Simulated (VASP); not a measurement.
# Nb16H (a cell with a defect) in VASP: single point with PBE+D3(BJ)

Aim: the single point of Nb16H (a cell with a defect) with PBE+D3(BJ).

All numbers are computed with VASP 6.6.1; they aren't measurements. Logs are shortened: lines on timing, memory, paths and dates and some standing lists are left out, and cuts for length are marked.

## (1) The cell of the first run

The cell holds a defect, 17 atoms: a = 6.600 Å, b = 6.600 Å, c = 6.600 Å, α = 90.00°, β = 90.00°, γ = 90.00°.

## (2) Single point, PBE+D3(BJ)

File INCAR:

```
  ALGO = Normal
  EDIFF = 1E-7
  ENCUT = 520
  GGA = PE
  ISIF = 2
  ISMEAR = -1
  IVDW = 12
  LASPH = T
  LCHARG = F
  LREAL = Auto
  LWAVE = F
  NBANDS = 118
  NELM = 100
  PREC = Accurate
  SIGMA = 0.15
```

File KPOINTS:

```
k-points
0
Gamma
  3 3 3
```

File POSCAR:

```
Nb16H
1.0
    6.6000000000      0.0000000000      0.0000000000
    0.0000000000      6.6000000000      0.0000000000
    0.0000000000      0.0000000000      6.6000000000
Nb H
16 1
Direct
    0.0011772727     -0.0013686364      0.0000942424
    0.4995975758      0.0018025758      0.0000969697
   -0.0020183333      0.5002134848      0.0000896970
    0.0036503030     -0.0037762121      0.5000924242
    0.2500253030      0.2513074242      0.2499031818
    0.4909209091      0.5088672727      0.0000954545
    0.5013750000     -0.0004606061      0.5000983333
    0.7541116667      0.2456728788      0.2634281818
    0.0003309091      0.4985053030      0.5000893939
    0.2479386364      0.7519427273      0.2487083333
    0.2500306061      0.2513078788      0.7502840909
    0.4991193939      0.5007510606      0.5000945455
    0.7485684848      0.7497778788      0.2499066667
    0.7541186364      0.2456730303      0.7367577273
    0.2479453030      0.7519428788      0.7514857576
    0.7485750000      0.7497784848      0.7502810606
    0.6913401515      0.3085137879      0.0000865152
```

Potentials or basis: VASP PAW PBE potentials, release 64 (Nb_sv, H).

Started as:

```sh
$ cat potpaw_PBE.64/Nb_sv/POTCAR potpaw_PBE.64/H/POTCAR > POTCAR
$ mpirun -np 1 vasp_std > vasp.out
```

OUTCAR:

```text
EDIFF = 1E-7
   ENCUT = 520
   GGA = PE
   ISIF = 2
   ISMEAR = -1
   IVDW = 12
   LASPH = T
   LREAL = Auto
   NELM = 100
   PREC = Accurate
 IVDW          = 12

 ion  position               nearest neighbor table
   1  0.001  0.999  0.000-  10 2.83  15 2.83  16 2.86  13 2.86   5 2.86  11 2.86  14 2.89   8 2.89

   2  0.500  0.002  0.000-   5 2.85  11 2.85  15 2.86  10 2.86  13 2.86  16 2.86   8 2.90  14 2.90

   3  0.998  0.500  0.000-  16 2.85  13 2.85  15 2.86  10 2.86  11 2.86   5 2.86  14 2.90   8 2.90

   4  0.004  0.996  0.500-  14 2.80   8 2.80  10 2.82  15 2.82   5 2.86  11 2.86  16 2.86  13 2.86

   5  0.250  0.251  0.250-   9 2.85   6 2.85  12 2.85   2 2.85   3 2.86   1 2.86   4 2.86   7 2.87

   6  0.491  0.509  0.000-  17 1.87  15 2.80  10 2.80  11 2.85   5 2.85  13 2.85  16 2.85   8 3.01
                            14 3.01
   7  0.501  1.000  0.500-  14 2.80   8 2.80  16 2.85  13 2.85  15 2.87  10 2.87  11 2.87   5 2.87

   8  0.754  0.246  0.263-  17 1.83   7 2.80   4 2.80   9 2.80  12 2.85   1 2.89   2 2.90   3 2.90
                             6 3.01
   9  0.000  0.499  0.500-  14 2.80   8 2.80   5 2.85  11 2.85  10 2.87  15 2.87  13 2.87  16 2.87

  10  0.248  0.752  0.249-   6 2.80   4 2.82   1 2.83   2 2.86   3 2.86   7 2.87   9 2.87  12 2.87

  11  0.250  0.251  0.750-   9 2.85   6 2.85  12 2.85   2 2.85   3 2.86   1 2.86   4 2.86   7 2.87

  12  0.499  0.501  0.500-   8 2.85  14 2.85  13 2.85  16 2.85  11 2.85   5 2.85  15 2.87  10 2.87

  13  0.749  0.750  0.250-   7 2.85   6 2.85  12 2.85   3 2.85   2 2.86   1 2.86   4 2.86   9 2.87

  14  0.754  0.246  0.737-  17 1.83   7 2.80   4 2.80   9 2.80  12 2.85   1 2.89   2 2.90   3 2.90
                             6 3.01
  15  0.248  0.752  0.751-   6 2.80   4 2.82   1 2.83   2 2.86   3 2.86   7 2.87   9 2.87  12 2.87

  16  0.749  0.750  0.750-   7 2.85   6 2.85  12 2.85   3 2.85   2 2.86   1 2.86   4 2.86   9 2.87

  17  0.691  0.309  0.000-  14 1.83   8 1.83   6 1.87

  LATTYP: Found a simple cubic cell.
 ALAT       =     6.6000000000

  Lattice vectors:

 A1 = (   6.6000000000,   0.0000000000,   0.0000000000)
 A2 = (   0.0000000000,   6.6000000000,   0.0000000000)
 A3 = (   0.0000000000,   0.0000000000,   6.6000000000)

Analysis of symmetry for initial positions (statically):
=====================================================================
 Subroutine PRICEL returns:
 Original cell was already a primitive cell.

 Routine SETGRP: Setting up the symmetry group for a
 simple cubic supercell.

 Subroutine GETGRP returns: Found  1 space group operations
 (whereof  1 operations were pure point group operations)
 out of a pool of 48 trial point group operations.

The static configuration has the point symmetry C_1 .

Analysis of symmetry for dynamics (positions and initial velocities):
=====================================================================
 Subroutine PRICEL returns:
 Original cell was already a primitive cell.

 Routine SETGRP: Setting up the symmetry group for a
 simple cubic supercell.

 Subroutine GETGRP returns: Found  1 space group operations
 (whereof  1 operations were pure point group operations)
 out of a pool of 48 trial point group operations.

The dynamic configuration has the point symmetry C_1 .

 Subroutine INISYM returns: Found  1 space group operations
 (whereof  1 operations are pure point group operations),
 and found     1 'primitive' translations

----------------------------------------------------------------------------------------

                                     Primitive cell

  volume of cell :     287.4960

  direct lattice vectors                    reciprocal lattice vectors
     6.600000000  0.000000000  0.000000000     0.151515152  0.000000000  0.000000000
     0.000000000  6.600000000  0.000000000     0.000000000  0.151515152  0.000000000
     0.000000000  0.000000000  6.600000000     0.000000000  0.000000000  0.151515152

  length of vectors
     6.600000000  6.600000000  6.600000000     0.151515152  0.151515152  0.151515152

  position of ions in fractional coordinates (direct lattice)
     0.001177273  0.998631364  0.000094242
     0.499597576  0.001802576  0.000096970
     0.997981667  0.500213485  0.000089697
     0.003650303  0.996223788  0.500092424
     0.250025303  0.251307424  0.249903182
     0.490920909  0.508867273  0.000095454
[... 9 lines left out ...]
     0.748575000  0.749778485  0.750281061
     0.691340152  0.308513788  0.000086515

  ion indices of the primitive-cell ions
   primitive index   ion index
                 1           1
                 2           2
                 3           3
                 4           4
                 5           5
                 6           6
[... 9 lines left out ...]
                16          16
                17          17

----------------------------------------------------------------------------------------

 KPOINTS: k-points

Automatic generation of k-mesh.
 Grid dimensions read from file:
 generate k-points for:    3    3    3

 Generating k-lattice:

  Cartesian coordinates                     Fractional coordinates (reciprocal lattice)
     0.050505051  0.000000000  0.000000000     0.333333333  0.000000000  0.000000000
     0.000000000  0.050505051  0.000000000     0.000000000  0.333333333  0.000000000
     0.000000000  0.000000000  0.050505051     0.000000000  0.000000000  0.333333333

  Length of vectors
     0.050505051  0.050505051  0.050505051

  Shift w.r.t. Gamma in fractional coordinates (k-lattice)
     0.000000000  0.000000000  0.000000000

 Subroutine IBZKPT returns following result:
 ===========================================

 Found     14 irreducible k-points:

 Following reciprocal coordinates:
            Coordinates               Weight
  0.000000  0.000000  0.000000      1.000000
  0.333333  0.000000  0.000000      2.000000
  0.000000  0.333333  0.000000      2.000000
  0.000000  0.000000  0.333333      2.000000
  0.333333  0.333333  0.000000      2.000000
  0.000000  0.333333  0.333333      2.000000
  0.333333  0.000000  0.333333      2.000000
 -0.333333  0.333333  0.000000      2.000000
 -0.333333  0.000000  0.333333      2.000000
  0.000000 -0.333333  0.333333      2.000000
  0.333333  0.333333  0.333333      2.000000
 -0.333333  0.333333  0.333333      2.000000
 -0.333333 -0.333333  0.333333      2.000000
  0.333333 -0.333333  0.333333      2.000000
   k-points           NKPTS =     14   k-points in BZ     NKDIM =     14   number of bands    NBANDS=    118
   number of dos      NEDOS =    301   number of ions     NIONS =     17
   total plane-waves  NPLWV = 125000
   dimension x,y,z NGX =    50 NGY =   50 NGZ =   50
   dimension x,y,z NGXF=   100 NGYF=  100 NGZF=  100
   ions per type =              16   1
   NGX,Y,Z   is equivalent  to a cutoff of  12.59, 12.59, 12.59 a.u.
   NGXF,Y,Z  is equivalent  to a cutoff of  25.19, 25.19, 25.19 a.u.
 SYSTEM =  unknown system
   PREC   = accura    normal or accurate (medium, high low for compatibility)
   ISTART =      0    job   : 0-new  1-cont  2-samecut
   ICHARG =      2    charge: 1-file 2-atom 10-const
   ISPIN  =      1    spin polarized calculation?
   LNONCOLLINEAR =      F non collinear calculations
   LSORBIT =      F    spin-orbit coupling
   LASPH  =      T    aspherical Exc in radial PAW
   ENCUT  =  520.0 eV  38.22 Ry    6.18 a.u.  12.27 12.27 12.27*2*pi/ulx,y,z
   NELM   =    100;   NELMIN=  2; NELMDL= -5     # of ELM steps
   EDIFF  = 0.1E-06   stopping-criterion for ELM
   LREAL  =      T    real-space projection
   EDIFFG = 0.1E-05   stopping-criterion for IOM
   NSW    =      0    number of steps for IOM
   IBRION =     -1    ionic relax: 0-MD 1-quasi-New 2-CG
   NFREE  =      0    steps in history (QN), initial steepest desc. (CG)
   ISIF   =      2    stress and relaxation
   ISYM   =      2    0-nonsym 1-usesym 2-fastsym
   POTIM  = 0.5000    time-step for ionic-motion
   TEBEG  =    0.0;   TEEND  =   0.0 temperature during run
   PSTRESS=    0.0 pullay stress
   NELECT =     209.0000    total number of electrons
   NUPDOWN=      -1.0000    fix difference up-down
   EMIN   =  10.00;   EMAX   =-10.00  energy-range for DOS
   EFERMI =   0.00;   METHOD = LEGACY
   ISMEAR =    -1;   SIGMA  =   0.15  broadening in eV -4-tet -1-fermi 0-gaus
   EFERMI_NEDOS =   21; number of points for ismear=-14 and -15
   IALGO  =     38    algorithm
   IMIX   =      4    mixing-type and parameters
     AMIX     =   0.40;   BMIX     =  1.00
     AMIX_MAG =   1.60;   BMIX_MAG =  1.00
  volume/ion in A,a.u.               =      16.91       114.12
  Fermi-wavevector in a.u.,A,eV,Ry     =   1.472018  2.781710 29.481589  2.166836
  Thomas-Fermi vector in A             =   2.587083
   LORBIT       =      0    0 simple, 1 ext, 2 COOP (PROOUT), +10 PAW based schemes
   GGA     = PE    functional components
   LHFCALC =     F    Hartree Fock is set to
   AEXX    =    0.0000 exact exchange contribution
   IVDW    =    12    specifies the selected vdW correction
   LEPSILON=     F    determine dielectric tensor
   LRPA    =     F    only Hartree local field effects (RPA)
 non-spin polarized calculation
  energy-cutoff  :      520.00
  volume of cell :      287.50
 maximum number of plane-waves:      7809
 NGX is ok and might be reduce to    50
   NGX = 25   NGY = 25   NGZ = 25

 number of electron     209.0000017 magnetization

 Free energy of the ion-electron system (eV)
  ---------------------------------------------------
  ext. energy  EPLUGINS =         0.00000000
  ---------------------------------------------------
  free energy    TOTEN  =      -167.87683636 eV

  energy without entropy =     -166.52974880  energy(sigma->0) =     -167.20329258

 E-fermi :  11.3225     XC(G=0): -12.5438

 val. band max:       11.3108473695   @ k =   0.3333   0.3333   0.0000
 cond. band min:      11.3746598031   @ k =  -0.3333   0.3333   0.0000
 fundamental gap:      0.0638124336
 Fermi energy:        11.3225398525

 k-point     1 :       0.0000    0.0000    0.0000
  band No.  band energies     occupation
      1     -43.0889      2.00000
      2     -42.9122      2.00000
      3     -42.8974      2.00000
      4     -42.8886      2.00000
      5     -42.8629      2.00000
      6     -42.8549      2.00000
[... 108 lines left out ...]
    115      13.5115      0.00000
    116      13.5235      0.00000

 k-point     2 :       0.3333    0.0000    0.0000
  band No.  band energies     occupation
      1     -43.0575      2.00000
      2     -42.9763      2.00000
      3     -42.8991      2.00000
      4     -42.8872      2.00000
      5     -42.8739      2.00000
      6     -42.8513      2.00000
[... 1420 lines left out ...]
 k-point    14 :       0.3333   -0.3333    0.3333
  band No.  band energies     occupation
      1     -43.0065      2.00000
      2     -42.9556      2.00000
      3     -42.9425      2.00000
      4     -42.9261      2.00000
      5     -42.9048      2.00000
      6     -42.8848      2.00000
[... 108 lines left out ...]
    115      13.6586      0.00000
    116      13.6894      0.00000
 [bands above 116 left out]

------------------------ aborting loop because EDIFF is reached ----------------------------------------

 Edisp (eV)  -12.01398

 E8    (eV) :    -5.8009

  FORCE on cell =-STRESS in cart. coord.  units (eV):
  Direction    XX          YY          ZZ          XY          YZ          ZX
  --------------------------------------------------------------------------------------
  -------------------------------------------------------------------------------------
  Total      -7.75389    -7.75048    -4.57514    -1.08690     0.00043    -0.00045
  in kB     -43.21140   -43.19239   -25.49663    -6.05717     0.00239    -0.00250
  external pressure =      -37.30 kB  Pullay stress =        0.00 kB

 VOLUME and BASIS-vectors are now :
 -----------------------------------------------------------------------------
  energy-cutoff  :      520.00
  volume of cell :      287.50
      direct lattice vectors                 reciprocal lattice vectors
     6.600000000  0.000000000  0.000000000     0.151515152  0.000000000  0.000000000
     0.000000000  6.600000000  0.000000000     0.000000000  0.151515152  0.000000000
     0.000000000  0.000000000  6.600000000     0.000000000  0.000000000  0.151515152

 POSITION                                       TOTAL-FORCE (eV/Angst)
 -----------------------------------------------------------------------------------
      0.00777      6.59097      0.00062        -0.005973      0.007129     -0.000021
      3.29734      0.01190      0.00064        -0.005647      0.006936     -0.000156
      6.58668      3.30141      0.00059        -0.004851      0.006627      0.000178
      0.02409      6.57508      3.30061        -0.004073      0.003119      0.000185
      1.65017      1.65863      1.64936         0.000366      0.000033     -0.002917
      3.24008      3.35852      0.00063         0.002328     -0.000267     -0.000182
[... 9 lines left out ...]
      4.94060      4.94854      4.95185        -0.001232      0.000128      0.003065
      4.56284      2.03619      0.00057         0.003099     -0.002084      0.000466
 -----------------------------------------------------------------------------------
    total drift:                                0.003535     -0.003392      0.000732

  FREE ENERGIE OF THE ION-ELECTRON SYSTEM (eV)
  ---------------------------------------------------
  free  energy   TOTEN  =      -179.8908145465 eV

  energy  without entropy=     -178.5437269924  energy(sigma->0) =     -179.21727077
```

Wall time 45 min (1 thread of Intel Xeon 8259CL, shared host); peak memory 0.54 GiB.

What came out:

| Property | Result |
| --- | --- |
| Free energy | -179.8908 eV |
| Pressure | -3.7 GPa |
| Largest force | 0.019 eV/Å |
| Band gap on the k mesh | zero (an odd number of electrons rules out a gap without spin polarisation) |
| Dispersion energy per atom | -0.707 eV |

Forces on the atoms (eV/Å):
```
Nb  -0.006  0.007  0.000
Nb  -0.006  0.007  0.000
Nb  -0.005  0.007  0.000
Nb  -0.004  0.003  0.000
Nb   0.000  0.000 -0.003
Nb   0.002  0.000  0.000
Nb  -0.008 -0.017  0.000
Nb   0.003 -0.001 -0.003
Nb   0.015  0.006  0.000
Nb  -0.003  0.001  0.002
Nb   0.000  0.000  0.003
Nb   0.010 -0.011  0.000
Nb  -0.001  0.000 -0.003
Nb   0.003 -0.001  0.002
Nb  -0.003  0.001 -0.003
Nb  -0.001  0.000  0.003
H    0.003 -0.002  0.000
```

Stress tensor (GPa, compression positive):
```
-4.32 -0.61  0.00
-0.61 -4.32  0.00
 0.00  0.00 -2.55
```

Levels at points of the mesh, in eV from the Fermi level:
```csv
k point,band 101,band 102,band 103,band 104,band 105,band 106,band 107,band 108
"(0.00, 0.00, 0.00)",0.61,0.77,0.81,0.82,0.85,0.87,0.91,0.91
```

The gap in the log of VASP goes by the Fermi energy; the results here count the filled bands.